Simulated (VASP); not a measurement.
# HfB (Fm-3m) in VASP: a series of runs

HfB is run at these levels: PBEsol; tasks: single point.

All numbers are computed with VASP 6.6.1; they aren't measurements. Logs are shortened: lines on timing, memory, paths and dates and some standing lists are left out, and cuts for length are marked.

### Step 1. The cell of the first run

It takes space group Fm-3m (No. 225, cubic). The conventional cell has a = 4.582 Å, b = 4.582 Å, c = 4.582 Å, α = 90.00°, β = 90.00°, γ = 90.00°. Within 3.0 Å of Hf (site symmetry m-3m) lie 6 B at 2.29 Å. B (site symmetry m-3m) has 6 Hf at 2.29 Å within 3.0 Å.

### Step 2. Single point, PBEsol

Input file INCAR:

```
SYSTEM = HfB
ALGO = Normal ; EDIFF = 1E-6
ENCUT = 520 ; GGA = PS
ISIF = 2 ; ISMEAR = -1
LASPH = .True. ; LCHARG = .False.
LREAL = .False. ; LWAVE = .False.
NBANDS = 14 ; NELM = 100
PREC = Accurate ; SIGMA = 0.05
```

Input file KPOINTS:

```
k-points
0
Gamma
  10 10 10
  0 0 0
```

Input file POSCAR:

```
HfB
1.0
    0.0000000000      2.2910600908      2.2910600908
    2.2910600908      0.0000000000      2.2910600908
    2.2910600908      2.2910600908      0.0000000000
Hf B
1 1
Direct
    0.5000000000      0.5000000000      0.5000000000
    0.0000000000      0.0000000000      0.0000000000
```

Potentials or basis: VASP PAW PBE potentials, release 64 (Hf_pv, B).

Started as:

```bash
> cat potpaw_PBE.64/Hf_pv/POTCAR potpaw_PBE.64/B/POTCAR > POTCAR
> mpirun -np 1 vasp_std > vasp.out
```

OUTCAR:

```text
SYSTEM = HfB
   EDIFF = 1E-6
   ENCUT = 520
   GGA = PS
   ISIF = 2
   ISMEAR = -1
   LASPH = .True.
   LREAL = .False.
   NELM = 100
   PREC = Accurate

 ion  position               nearest neighbor table
   1  0.500  0.500  0.500-   2 2.29   2 2.29   2 2.29   2 2.29   2 2.29   2 2.29
   2  0.000  0.000  0.000-   1 2.29   1 2.29   1 2.29   1 2.29   1 2.29   1 2.29

  LATTYP: Found a face centered cubic cell.
 ALAT       =     4.5821201816

  Lattice vectors:

 A1 = (   0.0000000000,   2.2910600908,   2.2910600908)
 A2 = (   2.2910600908,   0.0000000000,   2.2910600908)
 A3 = (   2.2910600908,   2.2910600908,   0.0000000000)

Analysis of symmetry for initial positions (statically):
=====================================================================
 Subroutine PRICEL returns:
 Original cell was already a primitive cell.

 Routine SETGRP: Setting up the symmetry group for a
 face centered cubic supercell.

 Subroutine GETGRP returns: Found 48 space group operations
 (whereof 48 operations were pure point group operations)
 out of a pool of 48 trial point group operations.

The static configuration has the point symmetry O_h .

Analysis of symmetry for dynamics (positions and initial velocities):
=====================================================================
 Subroutine PRICEL returns:
 Original cell was already a primitive cell.

 Routine SETGRP: Setting up the symmetry group for a
 face centered cubic supercell.

 Subroutine GETGRP returns: Found 48 space group operations
 (whereof 48 operations were pure point group operations)
 out of a pool of 48 trial point group operations.

The dynamic configuration has the point symmetry O_h .

 Subroutine INISYM returns: Found 48 space group operations
 (whereof 48 operations are pure point group operations),
 and found     1 'primitive' translations

----------------------------------------------------------------------------------------

                                     Primitive cell

  volume of cell :      24.0513

  direct lattice vectors                    reciprocal lattice vectors
     0.000000000  2.291060091  2.291060091    -0.218239584  0.218239584  0.218239584
     2.291060091  0.000000000  2.291060091     0.218239584 -0.218239584  0.218239584
     2.291060091  2.291060091  0.000000000     0.218239584  0.218239584 -0.218239584

  length of vectors
     3.240048253  3.240048253  3.240048253     0.378002047  0.378002047  0.378002047

  position of ions in fractional coordinates (direct lattice)
     0.500000000  0.500000000  0.500000000
     0.000000000  0.000000000  0.000000000

  ion indices of the primitive-cell ions
   primitive index   ion index
                 1           1
                 2           2

----------------------------------------------------------------------------------------

 KPOINTS: k-points

Automatic generation of k-mesh.
 Grid dimensions read from file:
 generate k-points for:   10   10   10

 Generating k-lattice:

  Cartesian coordinates                     Fractional coordinates (reciprocal lattice)
    -0.021823958  0.021823958  0.021823958     0.100000000  0.000000000  0.000000000
     0.021823958 -0.021823958  0.021823958     0.000000000  0.100000000  0.000000000
     0.021823958  0.021823958 -0.021823958     0.000000000  0.000000000  0.100000000

  Length of vectors
     0.037800205  0.037800205  0.037800205

  Shift w.r.t. Gamma in fractional coordinates (k-lattice)
     0.000000000  0.000000000  0.000000000

 Subroutine IBZKPT returns following result:
 ===========================================

 Found     47 irreducible k-points:

 Following reciprocal coordinates:
            Coordinates               Weight
  0.000000  0.000000  0.000000      1.000000
  0.100000  0.000000  0.000000      8.000000
  0.200000  0.000000  0.000000      8.000000
  0.300000  0.000000  0.000000      8.000000
  0.400000  0.000000  0.000000      8.000000
  0.500000  0.000000  0.000000      4.000000
[... 16 lines left out ...]
  0.300000  0.300000  0.000000      6.000000
  0.400000  0.300000  0.000000     24.000000
 [... further k-points ...]
   k-points           NKPTS =     47   k-points in BZ     NKDIM =     47   number of bands    NBANDS=     14
   number of dos      NEDOS =    301   number of ions     NIONS =      2
   total plane-waves  NPLWV =  13824
   dimension x,y,z NGX =    24 NGY =   24 NGZ =   24
   dimension x,y,z NGXF=    48 NGYF=   48 NGZF=   48
   ions per type =               1   1
   NGX,Y,Z   is equivalent  to a cutoff of  12.31, 12.31, 12.31 a.u.
   NGXF,Y,Z  is equivalent  to a cutoff of  24.63, 24.63, 24.63 a.u.
 SYSTEM =  HfB
   PREC   = accura    normal or accurate (medium, high low for compatibility)
   ISTART =      0    job   : 0-new  1-cont  2-samecut
   ICHARG =      2    charge: 1-file 2-atom 10-const
   ISPIN  =      1    spin polarized calculation?
   LNONCOLLINEAR =      F non collinear calculations
   LSORBIT =      F    spin-orbit coupling
   LASPH  =      T    aspherical Exc in radial PAW
   ENCUT  =  520.0 eV  38.22 Ry    6.18 a.u.   6.02  6.02  6.02*2*pi/ulx,y,z
   NELM   =    100;   NELMIN=  2; NELMDL= -5     # of ELM steps
   EDIFF  = 0.1E-05   stopping-criterion for ELM
   LREAL  =      F    real-space projection
   EDIFFG = 0.1E-04   stopping-criterion for IOM
   NSW    =      0    number of steps for IOM
   IBRION =     -1    ionic relax: 0-MD 1-quasi-New 2-CG
   NFREE  =      0    steps in history (QN), initial steepest desc. (CG)
   ISIF   =      2    stress and relaxation
   ISYM   =      2    0-nonsym 1-usesym 2-fastsym
   POTIM  = 0.5000    time-step for ionic-motion
   TEBEG  =    0.0;   TEEND  =   0.0 temperature during run
   PSTRESS=    0.0 pullay stress
   NELECT =      13.0000    total number of electrons
   NUPDOWN=      -1.0000    fix difference up-down
   EMIN   =  10.00;   EMAX   =-10.00  energy-range for DOS
   EFERMI =   0.00;   METHOD = LEGACY
   ISMEAR =    -1;   SIGMA  =   0.05  broadening in eV -4-tet -1-fermi 0-gaus
   EFERMI_NEDOS =   21; number of points for ismear=-14 and -15
   IALGO  =     38    algorithm
   IMIX   =      4    mixing-type and parameters
     AMIX     =   0.40;   BMIX     =  1.00
     AMIX_MAG =   1.60;   BMIX_MAG =  1.00
  volume/ion in A,a.u.               =      12.03        81.15
  Fermi-wavevector in a.u.,A,eV,Ry     =   1.333551  2.520045 24.196015  1.778357
  Thomas-Fermi vector in A             =   2.462400
   LORBIT       =      0    0 simple, 1 ext, 2 COOP (PROOUT), +10 PAW based schemes
   GGA     = PS    functional components
   LHFCALC =     F    Hartree Fock is set to
   AEXX    =    0.0000 exact exchange contribution
   IVDW    =     0    specifies the selected vdW correction
   LEPSILON=     F    determine dielectric tensor
   LRPA    =     F    only Hartree local field effects (RPA)
 non-spin polarized calculation
  energy-cutoff  :      520.00
  volume of cell :       24.05
 maximum number of plane-waves:       662
   NGX = 13   NGY = 13   NGZ = 13

 number of electron      13.0000002 magnetization

 Free energy of the ion-electron system (eV)
  ---------------------------------------------------
  ext. energy  EPLUGINS =         0.00000000
  ---------------------------------------------------
  free energy    TOTEN  =       -18.10151132 eV

  energy without entropy =      -18.09203246  energy(sigma->0) =      -18.09677189

 E-fermi :   5.1342     XC(G=0): -12.5215

 val. band max:        5.0864558323   @ k =  -0.2000   0.1000   0.0000
 cond. band min:       5.1636171293   @ k =   0.5000   0.3000   0.1000
 fundamental gap:      0.0771612970
 Fermi energy:         5.1341931951

 k-point     1 :       0.0000    0.0000    0.0000
  band No.  band energies     occupation
      1     -22.9586      2.00000
      2     -22.9586      2.00000
      3     -22.9586      2.00000
      4      -4.4872      2.00000
      5       7.3336      0.00000
      6       7.3336      0.00000
      7       7.3336      0.00000
      8       9.2200      0.00000
      9       9.2200      0.00000
     10       9.2200      0.00000
     11       9.4494      0.00000
     12       9.4494      0.00000
     13      16.9108      0.00000
     14      18.5781      0.00000

 k-point     2 :       0.1000    0.0000    0.0000
  band No.  band energies     occupation
      1     -23.0415      2.00000
      2     -22.9669      2.00000
      3     -22.9669      2.00000
      4      -4.1878      2.00000
      5       6.4299      0.00000
      6       6.9885      0.00000
      7       6.9885      0.00000
      8       8.1098      0.00000
      9       8.1098      0.00000
     10       9.6737      0.00000
     11      11.5041      0.00000
     12      11.5041      0.00000
     13      17.6688      0.00000
     14      18.8838      0.00000

 k-point     3 :       0.2000    0.0000    0.0000
  band No.  band energies     occupation
      1     -23.2521      2.00000
      2     -22.9884      2.00000
      3     -22.9884      2.00000
      4      -3.3552      2.00000
      5       4.9094      1.97794
      6       5.6838      0.00003
      7       5.6838      0.00003
      8       8.6936      0.00000
      9       8.6936      0.00000
     10      10.1798      0.00000
     11      13.9598      0.00000
     12      13.9598      0.00000
     13      19.1869      0.00000
     14      19.7121      0.00000

 k-point     4 :       0.3000    0.0000    0.0000
  band No.  band energies     occupation
      1     -23.5010      2.00000
      2     -23.0147      2.00000
      3     -23.0147      2.00000
      4      -2.1644      2.00000
      5       3.4323      2.00000
      6       4.6117      1.99994
      7       4.6117      1.99994
      8       9.8564      0.00000
      9       9.8564      0.00000
     10      10.7322      0.00000
     11      16.4979      0.00000
     12      16.4979      0.00000
     13      18.0706      0.00000
     14      20.4848      0.00000

 k-point     5 :       0.4000    0.0000    0.0000
  band No.  band energies     occupation
      1     -23.6941      2.00000
      2     -23.0359      2.00000
      3     -23.0359      2.00000
      4      -0.8568      2.00000
      5       2.1141      2.00000
      6       3.9509      2.00000
      7       3.9509      2.00000
      8      11.1605      0.00000
      9      11.1605      0.00000
     10      11.6859      0.00000
     11      15.6413      0.00000
[... 276 lines left out ...]
 k-point    22 :      -0.2000    0.2000    0.0000
  band No.  band energies     occupation
      1     -23.4562      2.00000
      2     -23.1795      2.00000
      3     -23.0060      2.00000
      4      -1.7644      2.00000
      5       3.1878      2.00000
      6       4.3893      2.00000
      7       4.4629      2.00000
      8       9.0229      0.00000
      9      11.6131      0.00000
     10      11.8137      0.00000
     11      13.6819      0.00000
     12      17.8281      0.00000
     13      18.6124      0.00000
     14      20.4900      0.00000

 k-point    23 :       0.3000    0.3000    0.0000
  band No.  band energies     occupation
      1     -23.4563      2.00000
      2     -23.1471      2.00000
      3     -23.1471      2.00000
      4      -1.9231      2.00000
      5       2.9984      2.00000
      6       4.8192      1.99633
      7       6.9063      0.00000
      8       6.9063      0.00000
      9      10.7145      0.00000
     10      13.2096      0.00000
     11      13.2096      0.00000
     12      17.0519      0.00000
     13      20.2901      0.00000
     14      20.7373      0.00000

 k-point    24 :       0.4000    0.3000    0.0000
  band No.  band energies     occupation
      1     -23.5606      2.00000
      2     -23.2026      2.00000
      3     -23.1772      2.00000
      4      -1.4692      2.00000
      5       3.0021      2.00000
      6       4.3012      2.00000
      7       6.5623      0.00000
      8       7.3940      0.00000
      9      11.6581      0.00000
     10      13.3390      0.00000
     11      13.6236      0.00000
     12      18.0003      0.00000
     13      18.4299      0.00000
     14      20.5393      0.00000

 [... further k-points ...]
[... 5 lines left out ...]
  --------------------------------------------------------------------------------------
  -------------------------------------------------------------------------------------
  Total        4.6995424      4.6995424      4.6995424      0.0000000      0.0000000      0.0000000
  in kB      313.0593790    313.0593790    313.0593790      0.0000000      0.0000000      0.0000000
  external PRESSURE =     313.0593790 kB  Pullay stress =       0.0000000 kB

 VOLUME and BASIS-vectors are now :
 -----------------------------------------------------------------------------
  energy-cutoff  :      520.00
  volume of cell :       24.05
      direct lattice vectors                 reciprocal lattice vectors
     0.000000000  2.291060091  2.291060091    -0.218239584  0.218239584  0.218239584
     2.291060091  0.000000000  2.291060091     0.218239584 -0.218239584  0.218239584
     2.291060091  2.291060091  0.000000000     0.218239584  0.218239584 -0.218239584

 POSITION                                       TOTAL-FORCE (eV/Angst)
 -----------------------------------------------------------------------------------
      2.29106      2.29106      2.29106         0.000000      0.000000     -0.000000
      0.00000      0.00000      0.00000        -0.000000     -0.000000      0.000000
 -----------------------------------------------------------------------------------
    total drift:                               -0.000000     -0.000000      0.000000

  FREE ENERGIE OF THE ION-ELECTRON SYSTEM (eV)
  ---------------------------------------------------
  free  energy   TOTEN  =       -18.1015113198 eV

  energy  without entropy=      -18.0920324585  energy(sigma->0) =      -18.09677189
```

Wall time 8.7 s (1 thread of Intel Xeon Platinum 8259CL at 2.50GHz (Skylake/Cascade Lake), shared host); peak memory 0.14 GiB.

Results:

* Free energy: -18.1015 eV
* Pressure: 31.3 GPa

Caveat: the PAW data sets were made with another functional, which shifts forces and pressure a little; spin-orbit coupling is left out, which moves the levels of the heavy elements.

[end of part 1 of 2]
